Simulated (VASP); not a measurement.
# BaTiO3 (Amm2) in VASP: a series of runs

The runs below take BaTiO3 through single point, with PBE.

Everything below comes from runs of VASP 6.6.1. Logs are shortened: lines on timing, memory, paths and dates and some standing lists are left out, and cuts for length are marked.

## Step 1: The cell of the first run

The structure is orthorhombic, space group Amm2 (No. 38). The conventional cell has a = 3.956 Å, b = 5.938 Å, c = 6.043 Å, α = 90.00°, β = 90.00°, γ = 90.00°. Within 3.7 Å of Ba (site symmetry mm2) lie 12 O at 2.79 to 3.26 Å and 8 Ti at 3.53 to 3.69 Å. Within 2.5 Å of Ti (site symmetry mm2) lie 6 O at 1.82 to 2.43 Å. Within 3.0 Å of O (site symmetry mm2) lie 2 Ti at 2.01 Å and 3 Ba at 2.79 to 2.98 Å and 8 O at 2.85 to 2.95 Å. Within 2.5 Å of O (site symmetry m) lie 2 Ti at 1.82 to 2.43 Å.

## Step 2: Single point, PBE (14.20 Å³/atom)

Input file INCAR:

```
  ALGO = Normal
  EDIFF = 1E-6
  ENCUT = 520
  GGA = PE
  ISIF = 2
  ISMEAR = 0
  LASPH = True
  LCHARG = False
  LREAL = False
  LWAVE = False
  NBANDS = 28
  NELM = 80
  PREC = Accurate
  SIGMA = 0.02
```

Input file KPOINTS:

```
k-points
0
Gamma
  8 8 8
```

Input file POSCAR:

```
BaTiO3
1.0
    3.9560085865      0.0000000000      0.0000000000
    0.0000000000      2.9690316437      3.0216205717
    0.0000000000     -2.9690316437      3.0216205717
Ba Ti O
1 1 3
Direct
    0.0000000000      0.0199470654      0.0199470654
    0.5000000000      0.5363151044      0.5363151044
    0.0000000000      0.4808661177      0.4808661177
    0.5000000000      0.4937176258      0.9653740868
    0.5000000000      0.9653740868      0.4937176258
```

Potentials or basis: VASP PAW PBE potentials, release 64 (Ba_sv, Ti_sv, O).

Started as:

```bash
$ cat potpaw_PBE.64/Ba_sv/POTCAR potpaw_PBE.64/Ti_sv/POTCAR potpaw_PBE.64/O/POTCAR > POTCAR
$ mpirun -np 1 vasp_std > vasp.out
```

OUTCAR:

```text
EDIFF = 1E-6
   ENCUT = 520
   GGA = PE
   ISIF = 2
   ISMEAR = 0
   LASPH = True
   LREAL = False
   NELM = 80
   PREC = Accurate

 ion  position               nearest neighbor table
   1  0.000  0.020  0.020-   3 2.79   4 2.82   5 2.82   4 2.82   5 2.82   3 2.98   3 2.98   5 2.99
                             4 2.99   5 2.99   4 2.99   3 3.26   2 3.53   2 3.53   2 3.57   2 3.57
   2  0.500  0.536  0.536-   4 1.82   5 1.82   3 2.01   3 2.01   5 2.43   4 2.43   1 3.53   1 3.53
                             1 3.57   1 3.57   1 3.57   1 3.57   1 3.69   1 3.69
   3  0.000  0.481  0.481-   2 2.01   2 2.01   1 2.79   1 2.98   1 2.98   1 3.26
   4  0.500  0.494  0.965-   2 1.82   2 2.43   1 2.82   1 2.82   1 2.99   1 2.99
   5  0.500  0.965  0.494-   2 1.82   2 2.43   1 2.82   1 2.82   1 2.99   1 2.99

  LATTYP: Found a base centered orthorhombic cell.
 ALAT       =     5.9380632874
 B/A-ratio  =     1.0177124848
 C/A-ratio  =     0.6662119272

  Lattice vectors:

 A1 = (   0.0000000000,   2.9690316437,  -3.0216205717)
 A2 = (   0.0000000000,   2.9690316437,   3.0216205717)
 A3 = (   3.9560085865,   0.0000000000,   0.0000000000)

Analysis of symmetry for initial positions (statically):
=====================================================================
 Subroutine PRICEL returns:
 Original cell was already a primitive cell.

 Routine SETGRP: Setting up the symmetry group for a
 base centered orthorhombic supercell.

 Subroutine GETGRP returns: Found  4 space group operations
 (whereof  4 operations were pure point group operations)
 out of a pool of  8 trial point group operations.

The static configuration has the point symmetry C_2v.

Analysis of symmetry for dynamics (positions and initial velocities):
=====================================================================
 Subroutine PRICEL returns:
 Original cell was already a primitive cell.

 Routine SETGRP: Setting up the symmetry group for a
 base centered orthorhombic supercell.

 Subroutine GETGRP returns: Found  4 space group operations
 (whereof  4 operations were pure point group operations)
 out of a pool of  8 trial point group operations.

The dynamic configuration has the point symmetry C_2v.

 Subroutine INISYM returns: Found  4 space group operations
 (whereof  4 operations are pure point group operations),
 and found     1 'primitive' translations

----------------------------------------------------------------------------------------

                                     Primitive cell

  volume of cell :      70.9810

  direct lattice vectors                    reciprocal lattice vectors
     3.956008586  0.000000000  0.000000000     0.252780038  0.000000000  0.000000000
     0.000000000  2.969031644  3.021620572     0.000000000  0.168405076  0.165474118
     0.000000000 -2.969031644  3.021620572     0.000000000 -0.168405076  0.165474118

  length of vectors
     3.956008586  4.236194021  4.236194021     0.252780038  0.236097339  0.236097339

  position of ions in fractional coordinates (direct lattice)
     0.000000000  0.019947065  0.019947065
     0.500000000  0.536315104  0.536315104
     0.000000000  0.480866118  0.480866118
     0.500000000  0.493717626  0.965374087
     0.500000000  0.965374087  0.493717626

  ion indices of the primitive-cell ions
   primitive index   ion index
                 1           1
                 2           2
                 3           3
                 4           4
                 5           5

----------------------------------------------------------------------------------------

 KPOINTS: k-points

Automatic generation of k-mesh.
 Grid dimensions read from file:
 generate k-points for:    8    8    8

 Generating k-lattice:

  Cartesian coordinates                     Fractional coordinates (reciprocal lattice)
     0.031597505  0.000000000  0.000000000     0.125000000  0.000000000  0.000000000
     0.000000000  0.021050635  0.020684265     0.000000000  0.125000000  0.000000000
     0.000000000 -0.021050635  0.020684265     0.000000000  0.000000000  0.125000000

  Length of vectors
     0.031597505  0.029512167  0.029512167

  Shift w.r.t. Gamma in fractional coordinates (k-lattice)
     0.000000000  0.000000000  0.000000000

 Subroutine IBZKPT returns following result:
 ===========================================

 Found    105 irreducible k-points:

 Following reciprocal coordinates:
            Coordinates               Weight
  0.000000  0.000000  0.000000      1.000000
  0.125000  0.000000  0.000000      2.000000
  0.250000  0.000000  0.000000      2.000000
  0.375000  0.000000  0.000000      2.000000
  0.500000  0.000000  0.000000      1.000000
  0.000000  0.125000  0.000000      4.000000
[... 16 lines left out ...]
  0.250000  0.500000  0.000000      4.000000
  0.375000  0.500000  0.000000      4.000000
 [... further k-points ...]
   k-points           NKPTS =    105   k-points in BZ     NKDIM =    105   number of bands    NBANDS=     28
   number of dos      NEDOS =    301   number of ions     NIONS =      5
   total plane-waves  NPLWV =  30720
   dimension x,y,z NGX =    30 NGY =   32 NGZ =   32
   dimension x,y,z NGXF=    60 NGYF=   64 NGZF=   64
   ions per type =               1   1   3
   NGX,Y,Z   is equivalent  to a cutoff of  12.61, 12.56, 12.56 a.u.
   NGXF,Y,Z  is equivalent  to a cutoff of  25.21, 25.12, 25.12 a.u.
 SYSTEM =  unknown system
   PREC   = accura    normal or accurate (medium, high low for compatibility)
   ISTART =      0    job   : 0-new  1-cont  2-samecut
   ICHARG =      2    charge: 1-file 2-atom 10-const
   ISPIN  =      1    spin polarized calculation?
   LNONCOLLINEAR =      F non collinear calculations
   LSORBIT =      F    spin-orbit coupling
   LASPH  =      T    aspherical Exc in radial PAW
   ENCUT  =  520.0 eV  38.22 Ry    6.18 a.u.   7.36  7.88  7.88*2*pi/ulx,y,z
   NELM   =     80;   NELMIN=  2; NELMDL= -5     # of ELM steps
   EDIFF  = 0.1E-05   stopping-criterion for ELM
   LREAL  =      F    real-space projection
   EDIFFG = 0.1E-04   stopping-criterion for IOM
   NSW    =      0    number of steps for IOM
   IBRION =     -1    ionic relax: 0-MD 1-quasi-New 2-CG
   NFREE  =      0    steps in history (QN), initial steepest desc. (CG)
   ISIF   =      2    stress and relaxation
   ISYM   =      2    0-nonsym 1-usesym 2-fastsym
   POTIM  = 0.5000    time-step for ionic-motion
   TEBEG  =    0.0;   TEEND  =   0.0 temperature during run
   PSTRESS=    0.0 pullay stress
   NELECT =      40.0000    total number of electrons
   NUPDOWN=      -1.0000    fix difference up-down
   EMIN   =  10.00;   EMAX   =-10.00  energy-range for DOS
   EFERMI =   0.00;   METHOD = LEGACY
   ISMEAR =     0;   SIGMA  =   0.02  broadening in eV -4-tet -1-fermi 0-gaus
   EFERMI_NEDOS =   21; number of points for ismear=-14 and -15
   IALGO  =     38    algorithm
   IMIX   =      4    mixing-type and parameters
     AMIX     =   0.40;   BMIX     =  1.00
     AMIX_MAG =   1.60;   BMIX_MAG =  1.00
  volume/ion in A,a.u.               =      14.20        95.80
  Fermi-wavevector in a.u.,A,eV,Ry     =   1.352220  2.555326 24.878255  1.828500
  Thomas-Fermi vector in A             =   2.479577
   LORBIT       =      0    0 simple, 1 ext, 2 COOP (PROOUT), +10 PAW based schemes
   GGA     = PE    functional components
   LHFCALC =     F    Hartree Fock is set to
   AEXX    =    0.0000 exact exchange contribution
   IVDW    =     0    specifies the selected vdW correction
   LEPSILON=     F    determine dielectric tensor
   LRPA    =     F    only Hartree local field effects (RPA)
 non-spin polarized calculation
 Gauss-broadening in eV      SIGMA  =   0.02
  energy-cutoff  :      520.00
  volume of cell :       70.98
 maximum number of plane-waves:      1940
 NGX is ok and might be reduce to    30
   NGX = 15   NGY = 15   NGZ = 15

 number of electron      39.9999996 magnetization

 Free energy of the ion-electron system (eV)
  ---------------------------------------------------
  ext. energy  EPLUGINS =         0.00000000
  ---------------------------------------------------
  free energy    TOTEN  =       -40.02405222 eV

  energy without entropy =      -40.02405222  energy(sigma->0) =      -40.02405222

 E-fermi :   3.2495     XC(G=0): -10.6751

 val. band max:        3.0751412916   @ k =   0.5000   0.5000   0.5000
 cond. band min:       5.7447137947   @ k =   0.0000   0.0000   0.0000
 fundamental gap:      2.6695725031
 Fermi energy:         3.2494814083

 k-point     1 :       0.0000    0.0000    0.0000
  band No.  band energies     occupation
      1     -53.2191      2.00000
      2     -29.5362      2.00000
      3     -29.5291      2.00000
      4     -29.3951      2.00000
      5     -22.1146      2.00000
      6     -13.5697      2.00000
[... 20 lines left out ...]
     27       8.3878      0.00000
     28       9.2752      0.00000

 k-point     2 :       0.1250    0.0000    0.0000
  band No.  band energies     occupation
      1     -53.2190      2.00000
      2     -29.5359      2.00000
      3     -29.5287      2.00000
      4     -29.4031      2.00000
      5     -22.1006      2.00000
      6     -13.5601      2.00000
[... 20 lines left out ...]
     27       8.6503      0.00000
     28       9.6757      0.00000

 k-point     3 :       0.2500    0.0000    0.0000
  band No.  band energies     occupation
      1     -53.2185      2.00000
      2     -29.5350      2.00000
      3     -29.5280      2.00000
      4     -29.4224      2.00000
      5     -22.0664      2.00000
      6     -13.5726      2.00000
[... 20 lines left out ...]
     27       9.2814      0.00000
     28      10.6287      0.00000

 k-point     4 :       0.3750    0.0000    0.0000
  band No.  band energies     occupation
      1     -53.2181      2.00000
      2     -29.5341      2.00000
      3     -29.5272      2.00000
      4     -29.4417      2.00000
      5     -22.0316      2.00000
      6     -13.6256      2.00000
[... 578 lines left out ...]
     27      10.2529      0.00000
     28      11.0963      0.00000

 k-point    23 :       0.2500    0.5000    0.0000
  band No.  band energies     occupation
      1     -53.2181      2.00000
      2     -29.5563      2.00000
      3     -29.5301      2.00000
      4     -29.4212      2.00000
      5     -22.0201      2.00000
      6     -13.4480      2.00000
[... 20 lines left out ...]
     27      10.7341      0.00000
     28      11.1008      0.00000

 k-point    24 :       0.3750    0.5000    0.0000
  band No.  band energies     occupation
      1     -53.2177      2.00000
      2     -29.5552      2.00000
      3     -29.5293      2.00000
      4     -29.4402      2.00000
      5     -21.9932      2.00000
      6     -13.2820      2.00000
[... 20 lines left out ...]
     27      10.7011      0.00000
     28      11.7024      0.00000

 [... further k-points ...]

------------------------ aborting loop because EDIFF is reached ----------------------------------------

  FORCE on cell =-STRESS in cart. coord.  units (eV):
  Direction    XX          YY          ZZ          XY          YZ          ZX
  --------------------------------------------------------------------------------------
  -------------------------------------------------------------------------------------
  Total       -1.1993940     -1.1091896     -1.1370814      0.0000000      0.0000000      0.0000000
  in kB      -27.0726323    -25.0365460    -25.6661170      0.0000000      0.0000000      0.0000000
  external PRESSURE =     -25.9250984 kB  Pullay stress =       0.0000000 kB

 VOLUME and BASIS-vectors are now :
 -----------------------------------------------------------------------------
  energy-cutoff  :      520.00
  volume of cell :       70.98
      direct lattice vectors                 reciprocal lattice vectors
     3.956008586  0.000000000  0.000000000     0.252780038  0.000000000  0.000000000
     0.000000000  2.969031644  3.021620572     0.000000000  0.168405076  0.165474118
     0.000000000 -2.969031644  3.021620572     0.000000000 -0.168405076  0.165474118

 POSITION                                       TOTAL-FORCE (eV/Angst)
 -----------------------------------------------------------------------------------
      0.00000      0.00000      0.12054         0.000000      0.000000     -0.063417
      1.97800      0.00000      3.24108         0.000000      0.000000     -0.111267
      0.00000      0.00000      2.90599         0.000000      0.000000      0.028238
      1.97800     -1.40036      4.40882         0.000000     -0.040863      0.073223
      1.97800      1.40036      4.40882         0.000000      0.040863      0.073223
 -----------------------------------------------------------------------------------
    total drift:                                0.000000     -0.000001     -0.000454

  FREE ENERGIE OF THE ION-ELECTRON SYSTEM (eV)
  ---------------------------------------------------
  free  energy   TOTEN  =       -40.0240522174 eV

  energy  without entropy=      -40.0240522174  energy(sigma->0) =      -40.02405222
```

Run time: 3.3 min. Hardware: 1 thread of Intel Xeon 8259CL, shared host; peak memory 0.33 GiB.

What came out:

```yaml
Free_energy: -40.0241 eV
Pressure: -2.6 GPa
Largest_force: 0.111 eV/Å
Band_gap_on_the_k_mesh: 2.67 eV (least direct gap 3.35 eV)
```

Forces on the atoms (eV/Å):
```
Ba   0.000  0.000 -0.063
Ti   0.000  0.000 -0.111
O    0.000  0.000  0.028
O    0.000 -0.041  0.073
O    0.000  0.041  0.073
```

Stress tensor (GPa, compression positive):
```
-2.71  0.00  0.00
 0.00 -2.50  0.00
 0.00  0.00 -2.57
```

Caveat: spin-orbit coupling is left out, which moves the levels of the heavy elements. A k mesh can miss the band edges.

## Step 3: Single point, PBE (14.73 Å³/atom)

This run uses another cell than the first one, of 14.73 Å³/atom.

Input file INCAR:

```
  PREC = Accurate
  ENCUT = 520
  EDIFF = 1E-6
  ISMEAR = 0
  SIGMA = 0.02
  LREAL = False
  LASPH = True
  NELM = 60
  ALGO = Normal
  ISIF = 2
  LWAVE = False
  LCHARG = False
  GGA = PE
  NBANDS = 28
```

Input file KPOINTS:

```
regular mesh
0
Gamma
  8 8 8
```

Input file POSCAR:

```
BaTiO3
1.0
    3.9209698047      0.0000000000      0.0000000000
    0.0000000000      3.0261398731      3.1039613478
    0.0000000000     -3.0261398731      3.1039613478
Ba Ti O
1 1 3
Direct
    0.0000000000      0.0269579697      0.0269579697
    0.5000000000      0.5414008291      0.5414008291
    0.0000000000      0.4758124750      0.4758124750
    0.5000000000      0.4941955740      0.9578531524
    0.5000000000      0.9578531524      0.4941955740
```

Potentials or basis: VASP PAW PBE potentials, release 64 (Ba_sv, Ti_sv, O).

Started as:

```bash
$ cat potpaw_PBE.64/Ba_sv/POTCAR potpaw_PBE.64/Ti_sv/POTCAR potpaw_PBE.64/O/POTCAR > POTCAR
$ mpirun -np 1 vasp_std > vasp.out
```

It took 3.4 min on 1 thread of Intel Xeon 8259CL, shared host; peak memory 0.34 GiB.

Results (log left out):

| Item | Value |
| --- | --- |
| Free energy | -39.9585 eV |
| Pressure | -4.0 GPa |
| Largest force | 0.111 eV/Å |
| Band gap on the k mesh | 2.89 eV (least direct gap 3.51 eV) |

Forces on the atoms (eV/Å):
```
Ba   0.000  0.000 -0.074
Ti   0.000  0.000 -0.111
O    0.000  0.000  0.027
O    0.000 -0.043  0.079
O    0.000  0.043  0.079
```

Stress tensor (GPa, compression positive):
```
-4.08  0.00  0.00
 0.00 -3.97  0.00
 0.00  0.00 -4.10
```

Levels at points of the mesh, in eV from the valence-band top:
```tsv
k point	band 16	band 17	band 18	band 19	band 20	band 21	band 22	band 23	band 24	band 25
(0.00, 0.00, 0.00)	-1.50	-1.23	-1.18	-0.97	-0.70	2.90	3.29	3.62	4.33	4.69
(0.50, 0.00, 0.00)	-2.20	-1.60	-1.58	-1.56	-1.20	3.17	3.60	4.24	4.46	5.06
(0.00, 0.50, 0.00)	-1.83	-1.65	-1.52	-1.31	-0.88	3.19	3.77	4.00	4.68	5.78
(0.50, 0.50, 0.00)	-2.43	-1.68	-1.02	-0.89	-0.07	3.70	3.81	4.25	4.34	6.81
(0.00, 0.50, 0.50)	-2.26	-1.44	-1.20	-0.90	-0.57	3.74	3.82	4.13	5.26	6.55
(0.50, 0.50, 0.50)	-2.48	-2.30	-0.54	-0.12	0.00	3.93	4.01	4.42	5.64	5.96
```

Caveat: the cell stands under tension; spin-orbit coupling is left out, which moves the levels of the heavy elements. A k mesh can miss the band edges.

[end of part 1 of 2]
